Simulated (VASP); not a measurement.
**Zr2S3: density of states with PBE**

Crystal: Zr2S3.

```xyz
5
Lattice="4.1146 0.0000 0.0000 0.0000 4.1146 0.0000 0.0000 0.0000 6.1576" Properties=species:S:1:pos:R:3 pbc="T T T"
Zr    2.0573    2.0573    4.5497
Zr    2.0573    2.0573    1.6079
S     0.0000    2.0573    3.0788
S     2.0573    0.0000    3.0788
S     0.0000    0.0000    0.0000
```

```json
{
 "Program": "VASP 6.6.1",
 "Task": "density of states",
 "Functional": "PBE",
 "Potentials or basis": "VASP PAW PBE potentials, release 64 (Zr_sv, S)",
 "Cutoff": "520 eV",
 "k mesh": "10 × 10 × 6",
 "Occupations": "gaussian, width 0.1 eV",
 "Spin": "no spin polarisation",
 "Dipole correction": "no",
 "k mesh for the DOS": "15 × 15 × 9",
 "Occupations for the DOS": "tetrahedron",
 "Further INCAR settings": "ALGO = Normal; EDIFF = 1e-07"
}
```

- Valence electrons inside the program's atomic spheres: Zr 9.76; S 3.79, 3.62

Levels at points of the mesh, in eV from the Fermi level:
| k point | band 17 | band 18 | band 19 | band 20 | band 21 | band 22 | band 23 | band 24 | band 25 |
| --- | --- | --- | --- | --- | --- | --- | --- | --- | --- |
| (0.00, 0.00, 0.00) | -2.93 | -2.69 | -1.61 | -0.81 | -0.81 | -0.16 | 0.34 | 0.54 | 1.13 |

Run time: 10 min on 1 thread of Intel Xeon 8259CL, with other jobs on the host, peak memory 0.49 GiB.
